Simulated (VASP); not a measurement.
Write the native input for VASP 6.6.1 that does the following.

```
Task                               : single point
Functional                         : B3LYP5
Potentials or basis                : VASP PAW PBE potentials, release 64 (Al, N)
Cutoff                             : 520 eV
k mesh                             : 5 × 5 × 5
Occupations                        : fermi-dirac, width 0.05 eV
Spin                               : no spin polarisation
Dipole correction                  : no
Grid for exact exchange (PRECFOCK) : Normal
Further INCAR settings             : ALGO = Normal; EDIFF = 1e-06; NBANDS = 11
```

Crystal: AlN.

```
Al N
1.0
     0.00000    2.13941    2.13941
     2.13941    0.00000    2.13941
     2.13941    2.13941    0.00000
Al N
1 1
Direct
  0.00000 0.00000 0.00000
  0.25000 0.25000 0.25000
```

These files were run (other wordings do the same):

POSCAR

```
AlN
1.0
    0.0000000000      2.1394097525      2.1394097525
    2.1394097525      0.0000000000      2.1394097525
    2.1394097525      2.1394097525      0.0000000000
Al N
1 1
Direct
    0.0000000000      0.0000000000      0.0000000000
    0.2500000000      0.2500000000      0.2500000000
```

INCAR.step1

```
SYSTEM = AlN
ALGO = Normal
EDIFF = 1E-5
ENCUT = 520
GGA = PE
ISIF = 2
ISMEAR = -1
LASPH = .TRUE.
LCHARG = .FALSE.
LREAL = .FALSE.
LWAVE = .TRUE.
NBANDS = 11
NELM = 100
PREC = Accurate
SIGMA = 0.05
```

INCAR.step2

```
SYSTEM = AlN
AEXX = 0.2
AGGAC = 0.81
AGGAX = 0.72
ALDAC = 0.19
ALGO = Normal
EDIFF = 1E-6
ENCUT = 520
GGA = B5
ISIF = 2
ISMEAR = -1
ISTART = 1
LASPH = .TRUE.
LCHARG = .FALSE.
LHFCALC = .TRUE.
LREAL = .FALSE.
LWAVE = .FALSE.
NBANDS = 11
NELM = 100
PREC = Accurate
PRECFOCK = Normal
SIGMA = 0.05
```

KPOINTS

```
k-points
0
G
  5 5 5
  0 0 0
```

Potentials or basis: VASP PAW PBE potentials, release 64 (Al, N).

The run is started by

```bash
$ cat potpaw_PBE.64/Al/POTCAR potpaw_PBE.64/N/POTCAR > POTCAR
$ cp INCAR.step1 INCAR
$ mpirun -np 1 vasp_std > vasp.out
$ cp INCAR.step2 INCAR
$ mpirun -np 1 vasp_std > vasp.out
```

Results of the run:

```json
{
 "Pressure": "18.4 GPa",
 "Band gap on the k mesh": "5.96 eV, indirect (least direct gap 6.81 eV)"
}
```

Caveat: the k points lie up to 0.51 Å⁻¹ apart; the PAW data sets were made with another functional, which shifts forces and pressure a little.

It took 94 s on 1 thread of Intel(R) Xeon(R) Platinum 8375C CPU @ 2.90GHz (Ice Lake), with other jobs on the host, peak memory 0.13 GiB.
